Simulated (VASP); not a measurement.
# SnSe (Pnma) in VASP: single point with LDA

Aim: the single point of SnSe with LDA.

Program: VASP 6.6.1. These are calculated values, not measurements. Logs are shortened: lines on timing, memory, paths and dates and some standing lists are left out, and cuts for length are marked.

## (1) The cell of the first run

Symmetry: Pnma, No. 62, orthorhombic system. The conventional cell has a = 11.420 Å, b = 4.190 Å, c = 4.460 Å, α = 90.00°, β = 90.00°, γ = 90.00°. Within 3.6 Å of Sn (site symmetry m) lie 6 Se at 2.69 to 3.51 Å and 2 Sn at 3.60 Å. Se (site symmetry m) has 6 Sn at 2.69 to 3.51 Å within 3.6 Å.

## (2) Single point, LDA, non-collinear spin, zero start, spin-orbit coupling

The input, INCAR:

```
PREC     = Accurate       # precision mode
ENCUT    = 500            # plane-wave cutoff, eV
EDIFF    = 1E-6           # SCF threshold, eV
ISMEAR   = 0              # smearing method
SIGMA    = 0.01           # smearing width, eV
LREAL    = False          # projectors in reciprocal space
LASPH    = True           # aspherical terms in the spheres
NELM     = 200            # most SCF steps
ALGO     = Normal         # electronic algorithm
ISIF     = 2              # what is computed and relaxed
LWAVE    = False          # write WAVECAR
LCHARG   = True           # write CHGCAR
MAGMOM   = 0 0 0 0 0 0 0 0 0 0 0 0 0 0 0 0 0 0 0 0 0 0 0 0 # initial moments
LORBIT   = 11             # projections on sites
LSORBIT  = True           # spin-orbit coupling
GGA_COMPAT= False        
LORBMOM  = True         
GGA      = CA             # functional
LVHAR    = True         
NBANDS   = 98             # bands
KPAR     = 4
```

The input, KPOINTS:

```
Automatic mesh
0
Gamma
  2 5 4
```

The input, POSCAR:

```
SnSe
1.0
   11.4200000000      0.0000000000      0.0000000000
    0.0000000000      4.1900000000      0.0000000000
    0.0000000000      0.0000000000      4.4600000000
Sn Se
4 4
Direct
    0.1230000000      0.2500000000      0.0910000000
    0.3770000000      0.7500000000      0.5910000000
    0.6230000000      0.2500000000      0.4090000000
    0.8770000000      0.7500000000      0.9090000000
    0.3570000000      0.2500000000      0.0160000000
    0.1430000000      0.7500000000      0.5160000000
    0.8570000000      0.2500000000      0.4840000000
    0.6430000000      0.7500000000      0.9840000000
```

Potentials or basis: VASP PAW LDA potentials, release 64 (Sn_d, Se).

Started as:

```sh
cat potpaw_LDA.64/Sn_d/POTCAR potpaw_LDA.64/Se/POTCAR > POTCAR
mpirun -np 4 vasp_ncl > vasp.out
```

OUTCAR:

```text
PREC = Accurate
   ENCUT = 500
   EDIFF = 1E-6
   ISMEAR = 0
   LREAL = False
   LASPH = True
   NELM = 200
   ISIF = 2
   LORBIT = 11
   LSORBIT = True
   GGA = CA

 ion  position               nearest neighbor table
   1  0.123  0.250  0.091-   5 2.69   6 2.83   6 2.83   4 3.60   4 3.60
   2  0.377  0.750  0.591-   6 2.69   5 2.83   5 2.83   3 3.60   3 3.60
   3  0.623  0.250  0.409-   7 2.69   8 2.83   8 2.83   2 3.60   2 3.60
   4  0.877  0.750  0.909-   8 2.69   7 2.83   7 2.83   1 3.60   1 3.60
   5  0.357  0.250  0.016-   1 2.69   2 2.83   2 2.83
   6  0.143  0.750  0.516-   2 2.69   1 2.83   1 2.83
   7  0.857  0.250  0.484-   3 2.69   4 2.83   4 2.83
   8  0.643  0.750  0.984-   4 2.69   3 2.83   3 2.83

  LATTYP: Found a simple orthorhombic cell.
 ALAT       =     4.1900000000
 B/A-ratio  =     1.0644391408
 C/A-ratio  =     2.7255369928

  Lattice vectors:

 A1 = (   0.0000000000,   4.1900000000,   0.0000000000)
 A2 = (   0.0000000000,   0.0000000000,   4.4600000000)
 A3 = (  11.4200000000,   0.0000000000,   0.0000000000)

Analysis of symmetry for initial positions (statically):
=====================================================================
 Subroutine PRICEL returns:
 Original cell was already a primitive cell.

 Routine SETGRP: Setting up the symmetry group for a
 simple orthorhombic supercell.

 Subroutine GETGRP returns: Found  8 space group operations
 (whereof  2 operations were pure point group operations)
 out of a pool of  8 trial point group operations.

The static configuration has the point symmetry S_2 .
 The point group associated with its full space group is D_2h.

Analysis of symmetry for dynamics (positions and initial velocities):
=====================================================================
 Subroutine PRICEL returns:
 Original cell was already a primitive cell.

 Routine SETGRP: Setting up the symmetry group for a
 simple orthorhombic supercell.

 Subroutine GETGRP returns: Found  8 space group operations
 (whereof  2 operations were pure point group operations)
 out of a pool of  8 trial point group operations.

The dynamic configuration has the point symmetry S_2 .
 The point group associated with its full space group is D_2h.

Analysis of structural, dynamic, and magnetic symmetry:
=====================================================================
 Subroutine PRICEL returns:
 Original cell was already a primitive cell.

 Routine SETGRP: Setting up the symmetry group for a
 simple orthorhombic supercell.

 Subroutine GETGRP returns: Found  8 space group operations
 (whereof  2 operations were pure point group operations)
 out of a pool of  8 trial point group operations.

The overall configuration has the point symmetry S_2 .
 The point group associated with its full space group is D_2h.

 Subroutine INISYM returns: Found  8 space group operations
 (whereof  2 operations are pure point group operations),
 and found     1 'primitive' translations

----------------------------------------------------------------------------------------

                                     Primitive cell

  volume of cell :     213.4101

  direct lattice vectors                    reciprocal lattice vectors
    11.420000000  0.000000000  0.000000000     0.087565674  0.000000000  0.000000000
     0.000000000  4.190000000  0.000000000     0.000000000  0.238663484  0.000000000
     0.000000000  0.000000000  4.460000000     0.000000000  0.000000000  0.224215247

  length of vectors
    11.420000000  4.190000000  4.460000000     0.087565674  0.238663484  0.224215247

  position of ions in fractional coordinates (direct lattice)
     0.123000000  0.250000000  0.091000000
     0.377000000  0.750000000  0.591000000
     0.623000000  0.250000000  0.409000000
     0.877000000  0.750000000  0.909000000
     0.357000000  0.250000000  0.016000000
     0.143000000  0.750000000  0.516000000
     0.857000000  0.250000000  0.484000000
     0.643000000  0.750000000  0.984000000

  ion indices of the primitive-cell ions
   primitive index   ion index
                 1           1
[... 1846 lines left out ...]
  Total       -0.1456699     -3.5260450     -4.0823016      0.0000000     -0.0000000      0.0000000
  in kB       -1.0936171    -26.4717985    -30.6478976      0.0000000     -0.0000000      0.0000000
  external PRESSURE =     -19.4044377 kB  Pullay stress =       0.0000000 kB

 VOLUME and BASIS-vectors are now :
 -----------------------------------------------------------------------------
  energy-cutoff  :      500.00
  volume of cell :      213.41
      direct lattice vectors                 reciprocal lattice vectors
    11.420000000  0.000000000  0.000000000     0.087565674  0.000000000  0.000000000
     0.000000000  4.190000000  0.000000000     0.000000000  0.238663484  0.000000000
     0.000000000  0.000000000  4.460000000     0.000000000  0.000000000  0.224215247

 POSITION                                       TOTAL-FORCE (eV/Angst)
 -----------------------------------------------------------------------------------
      1.40466      1.04750      0.40586        -0.120154     -0.000000      0.103427
      4.30534      3.14250      2.63586         0.120154      0.000000      0.103427
      7.11466      1.04750      1.82414        -0.120154     -0.000000     -0.103427
     10.01534      3.14250      4.05414         0.120154      0.000000     -0.103427
      4.07694      1.04750      0.07136         0.124027      0.000000     -0.097202
      1.63306      3.14250      2.30136        -0.124027      0.000000     -0.097202
      9.78694      1.04750      2.15864         0.124027     -0.000000      0.097202
      7.34306      3.14250      4.38864        -0.124027      0.000000      0.097202
 -----------------------------------------------------------------------------------
    total drift:                                0.000000      0.000000      0.000000

  FREE ENERGIE OF THE ION-ELECTRON SYSTEM (eV)
  ---------------------------------------------------
  free  energy   TOTEN  =       -38.1896020059 eV

  energy  without entropy=      -38.1896020059  energy(sigma->0) =      -38.18960201

 orbital moment (x)

 # of ion     p       d       tot
 ----------------------------------------
  1         0.000   0.000   0.000
  2         0.000   0.000   0.000
  3         0.000  -0.000  -0.000
  4         0.000   0.000   0.000
  5         0.000  -0.000  -0.000
  6         0.000   0.000   0.000
  7         0.000   0.000   0.000
  8         0.000  -0.000  -0.000
 ----------------------------------------
            0.000   0.000   0.000

 orbital moment (y)

 # of ion     p       d       tot
 ----------------------------------------
  1        -0.000  -0.000  -0.000
  2         0.000   0.000   0.000
  3         0.000   0.000   0.000
  4        -0.000  -0.000  -0.000
  5        -0.000  -0.000  -0.000
  6         0.000   0.000   0.000
  7         0.000   0.000   0.000
  8        -0.000  -0.000  -0.000
 ----------------------------------------
            0.000   0.000   0.000

 orbital moment (z)

 # of ion     p       d       tot
 ----------------------------------------
  1         0.000   0.000   0.000
  2         0.000   0.000   0.000
  3         0.000   0.000   0.000
  4         0.000  -0.000  -0.000
  5         0.000   0.000   0.000
  6        -0.000   0.000  -0.000
  7         0.000  -0.000  -0.000
  8         0.000   0.000   0.000
 ----------------------------------------
           -0.000  -0.000  -0.000

 Spin-Orbit-Coupling matrix elements

 Ion:    1  E_soc:     -0.0938503
 l=   1
     0.0000000    -0.0088499    -0.0094861
    -0.0088499     0.0000000    -0.0095788
    -0.0094861    -0.0095788     0.0000000
 l=   2
     0.0000000    -0.0012659     0.0000000    -0.0012676    -0.0050618
    -0.0012659     0.0000000    -0.0037998    -0.0012704    -0.0012796
     0.0000000    -0.0037998     0.0000000    -0.0037995     0.0000000
    -0.0012676    -0.0012704    -0.0037995     0.0000000    -0.0012658
    -0.0050618    -0.0012796     0.0000000    -0.0012658     0.0000000
 l=   3
     0.0000000     0.0000000     0.0000000     0.0000000     0.0000000     0.0000000     0.0000000
     0.0000000     0.0000000     0.0000000     0.0000000     0.0000000     0.0000000     0.0000000
     0.0000000     0.0000000     0.0000000     0.0000000     0.0000000     0.0000000     0.0000000
     0.0000000     0.0000000     0.0000000     0.0000000     0.0000000     0.0000000     0.0000000
[... 129 lines left out ...]
 l=   2
     0.0000000     0.0000013     0.0000000    -0.0000014     0.0000034
     0.0000013     0.0000000     0.0000036     0.0000016     0.0000013
     0.0000000     0.0000036     0.0000000     0.0000007     0.0000000
    -0.0000014     0.0000016     0.0000007     0.0000000     0.0000031
     0.0000034     0.0000013     0.0000000     0.0000031     0.0000000
 l=   3
     0.0000000     0.0000000     0.0000000     0.0000000     0.0000000     0.0000000     0.0000000
     0.0000000     0.0000000     0.0000000     0.0000000     0.0000000     0.0000000     0.0000000
     0.0000000     0.0000000     0.0000000     0.0000000     0.0000000     0.0000000     0.0000000
     0.0000000     0.0000000     0.0000000     0.0000000     0.0000000     0.0000000     0.0000000
     0.0000000     0.0000000     0.0000000     0.0000000     0.0000000     0.0000000     0.0000000
     0.0000000     0.0000000     0.0000000     0.0000000     0.0000000     0.0000000     0.0000000
     0.0000000     0.0000000     0.0000000     0.0000000     0.0000000     0.0000000     0.0000000

 total charge

# of ion       s       p       d       tot
------------------------------------------
    1        1.352   0.773   9.993  12.118
    2        1.352   0.773   9.993  12.118
    3        1.352   0.773   9.993  12.118
    4        1.352   0.773   9.993  12.118
    5        1.480   2.310   0.026   3.816
    6        1.480   2.310   0.026   3.816
    7        1.480   2.310   0.026   3.816
    8        1.480   2.310   0.026   3.816
--------------------------------------------------
tot         11.326  12.334  40.076  63.736

 magnetization (x)

# of ion       s       p       d       tot
------------------------------------------
    1        0.000   0.000   0.000   0.000
    2        0.000   0.000   0.000   0.000
    3        0.000   0.000   0.000   0.000
    4        0.000   0.000   0.000   0.000
    5        0.000   0.000   0.000   0.000
    6        0.000   0.000   0.000   0.000
    7        0.000   0.000   0.000   0.000
    8        0.000   0.000   0.000   0.000
--------------------------------------------------
tot          0.000   0.000   0.000   0.000

 magnetization (y)

# of ion       s       p       d       tot
------------------------------------------
    1       -0.000  -0.000   0.000  -0.000
    2        0.000   0.000  -0.000   0.000
    3        0.000   0.000  -0.000   0.000
    4       -0.000  -0.000   0.000  -0.000
    5        0.000  -0.000  -0.000  -0.000
    6       -0.000   0.000   0.000   0.000
    7       -0.000   0.000   0.000   0.000
    8        0.000  -0.000  -0.000  -0.000
--------------------------------------------------
tot          0.000   0.000   0.000   0.000

 magnetization (z)

# of ion       s       p       d       tot
------------------------------------------
    1        0.000   0.000   0.000   0.000
    2        0.000   0.000   0.000   0.000
    3        0.000   0.000   0.000   0.000
    4        0.000   0.000   0.000   0.000
    5        0.000   0.000   0.000   0.000
    6        0.000   0.000   0.000   0.000
    7        0.000   0.000   0.000   0.000
    8        0.000   0.000   0.000   0.000
--------------------------------------------------
tot          0.000   0.000   0.000   0.000
```

Wall time 3.8 min (4 MPI ranks of Intel Xeon Platinum 8375C at 2.90GHz (Ice Lake), shared host); peak memory 0.81 GiB.

Results:

```yaml
Free_energy: -38.1896 eV
Pressure: -1.9 GPa
Largest_force: 0.159 eV/Å
Net_moment: 0.00 μB per cell
Valence_electrons_inside_the_program's_atomic_spheres: Sn 12.12; Se 3.82
```

Forces in eV/Å, atoms in the order of the input:
```
Sn  -0.120  0.000  0.103
Sn   0.120  0.000  0.103
Sn  -0.120  0.000 -0.103
Sn   0.120  0.000 -0.103
Se   0.124  0.000 -0.097
Se  -0.124  0.000 -0.097
Se   0.124  0.000  0.097
Se  -0.124  0.000  0.097
```

Moments on the atoms (μB; x, y, z):
```
Sn  0.00 0.00 0.00
Sn  0.00 0.00 0.00
Sn  0.00 0.00 0.00
Sn  0.00 0.00 0.00
Se  0.00 0.00 0.00
Se  0.00 0.00 0.00
Se  0.00 0.00 0.00
Se  0.00 0.00 0.00
```
